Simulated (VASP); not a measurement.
Set up this calculation in VASP 6.6.1, as the native input.

```
Task                   : single point
Functional             : PBE
Dispersion             : D3(BJ)
Potentials or basis    : VASP PAW PBE potentials, release 64 (B, N)
Cutoff                 : 520 eV
k mesh                 : 12 × 12 × 12
Occupations            : gaussian, width 0.05 eV
Spin                   : no spin polarisation
Dipole correction      : no
Further INCAR settings : ALGO = Normal; EDIFF = 1e-06; NBANDS = 11
```

The structure of BN lies in POSCAR:

```
BN
1.0
    1.2029346237      0.6945146288      3.2948845324
   -1.2029346237      0.6945146288      3.2948845324
    0.0000000000     -1.3890292576      3.2948845324
B N
1 1
Direct
    0.9996975446      0.9996975446      0.9996975446
    0.3327354554      0.3327354554      0.3327354554
```

This cell differs from its parent crystal: strain -0.040 along x and y, +0.000 along z.

These files were run (other wordings do the same):

INCAR

```
SYSTEM = BN
PREC = Accurate
ENCUT = 520
EDIFF = 1E-6
ISMEAR = 0
SIGMA = 0.05
LREAL = .False.
LASPH = .True.
NELM = 100
ALGO = Normal
ISIF = 2
LWAVE = .False.
LCHARG = .False.
GGA = PE
IVDW = 12
NBANDS = 11
```

KPOINTS

```
regular mesh
0
Gamma
  12 12 12
  0 0 0
```

Potentials or basis: VASP PAW PBE potentials, release 64 (B, N).

Run with:

```console
$ cat potpaw_PBE.64/B/POTCAR potpaw_PBE.64/N/POTCAR > POTCAR
$ mpirun -np 1 vasp_std > vasp.out
```

Results of the run:

| Property | Result |
| --- | --- |
| Pressure | 35.6 GPa |
| Largest force | 0.006 eV/Å |
| Band gap on the k mesh | 4.45 eV, indirect (least direct gap 4.99 eV) |
| Dispersion energy per atom | -0.154 eV |

Caveat: the cell differs from its parent crystal (strain -0.040 along x and y, +0.000 along z).

It took 20 s on 1 thread of Intel(R) Xeon(R) 6975P-C (Granite Rapids), on a shared host, peak memory 0.18 GiB.
